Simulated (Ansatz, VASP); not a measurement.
# One calculation of W, two programs

```
W
1.0
    -1.53154    1.56808    1.56808
     1.56808   -1.53154    1.56808
     1.56808    1.56808   -1.53154
W
1
Direct
  0.00000 0.00000 0.00000
```

Change from the starting cell: equal engineering shear yz, xz and xy +0.0233, equal normal strain along x, y and z +0.0000.

Alike in both runs: task single point; functional LDA; k mesh 20 × 20 × 20; occupations gaussian, width 0.15 eV; no spin polarisation.

|  | VASP | Ansatz |
| --- | --- | --- |
| version | VASP 6.6.1 | Ansatz 0.2.0 |
| potentials or method | VASP PAW LDA potentials, release 64 (W_sv), cutoff 520 eV | scalar-relativistic, plane waves, PAW |
| valence electrons in the cell | 14 | 14 |

Ansatz gave:

```
gap on the k mesh at the Fermi level (eV)                     : none
pressure (GPa)                                                : 0.3
traceless stress, the component that is largest in VASP (GPa) : -3.42
```

**Question.** Estimate VASP's values.

**Answer.** gap on the k mesh at the Fermi level (eV): none; pressure (GPa): 2.2; traceless stress, the component that is largest in VASP (GPa): -3.47.

Ansatz warns that its potentials were made for another functional, while VASP's fit it. LDA's correlation is that of Perdew and Zunger in VASP and of Perdew and Wang (1992) in Ansatz. A gap of «none» marks a metal or a gap that the smearing closes.

Spin-orbit coupling is off throughout.
